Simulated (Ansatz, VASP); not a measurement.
**BP: VASP beside Ansatz**

The input POSCAR:

```
BP
1.0
    0.0000000000      2.2683155501      2.2683155501
    2.2683155501      0.0000000000      2.2683155501
    2.2683155501      2.2683155501      0.0000000000
B P
1 1
Direct
    0.0000000000      0.0000000000      0.0000000000
    0.2500000000      0.2500000000      0.2500000000
```

File INCAR.step1:

```
SYSTEM = BP
PREC = Accurate
ENCUT = 520
ISMEAR = 0
SIGMA = 0.01
LREAL = .False.
LASPH = .True.
NELM = 100
NBANDS = 11
GGA = PE
ALGO = Normal
EDIFF = 1E-4
LWAVE = .True.
LCHARG = .False.
```

Contents of INCAR.step2:

```
SYSTEM = BP
PREC = Accurate
ENCUT = 520
EDIFF = 1E-6
ISMEAR = 0
SIGMA = 0.01
LREAL = .False.
LASPH = .True.
NELM = 100
ALGO = Normal
ISIF = 2
LWAVE = .False.
LCHARG = .False.
METAGGA = R2SCAN
LMIXTAU = .True.
NBANDS = 11
ISTART = 1
```

Contents of KPOINTS:

```
regular mesh
0
Gamma
  10 10 10
  0 0 0
```

Input for Ansatz:

```yaml
crystal:
  lattice:
    - [0.0, 2.2683155501, 2.2683155501]
    - [2.2683155501, 0.0, 2.2683155501]
    - [2.2683155501, 2.2683155501, 0.0]
  atoms:
    - { symbol: B, position: [0.0, 0.0, 0.0] }
    - { symbol: P, position: [0.25, 0.25, 0.25] }
kpoints:
  mp_grid: { grid: [10, 10, 10] }
  band_path:
    path:
      - [0.0, 0.0, 0.0]
      - [-0.5, -0.5, 0.0]
      - [-0.375, -0.375, 0.25]
      - [-0.375, 0.0, 0.375]
      - [0.0, 0.0, 0.5]
      - [-0.5, -0.25, 0.25]
      - [0.0, 0.414062, 0.414062]
    npoints: 1
hamiltonian:
  xc: r2scan
scf:
  occupations: { method: fixed }
  n_extra_bands: 4
output:
  forces: true
  stress: true
  eigenvalues: true
```

Alike in both runs: task single point; functional r2SCAN; k mesh 10 × 10 × 10; no spin polarisation.

|  | VASP | Ansatz |
| --- | --- | --- |
| version | VASP 6.6.1 | Ansatz 0.2.0 |
| potentials or method | VASP PAW PBE potentials, release 64 (B, P) | plane waves, PAW |
| plane-wave cutoff (eV) | 520 | 500 |
| occupations | gaussian, width 0.01 eV | fixed |
| valence electrons in the cell | 8 | 8 |

Ansatz gave:

| Item | Value |
| --- | --- |
| gap on the k mesh at the Fermi level (eV) | 1.42 |
| pressure (GPa) | 0.0 |

**Question.** Which values does VASP return?

**Answer.** gap on the k mesh at the Fermi level (eV): 1.45; pressure (GPa): -0.5.

VASP's potentials were made for PBE, not for r2SCAN.
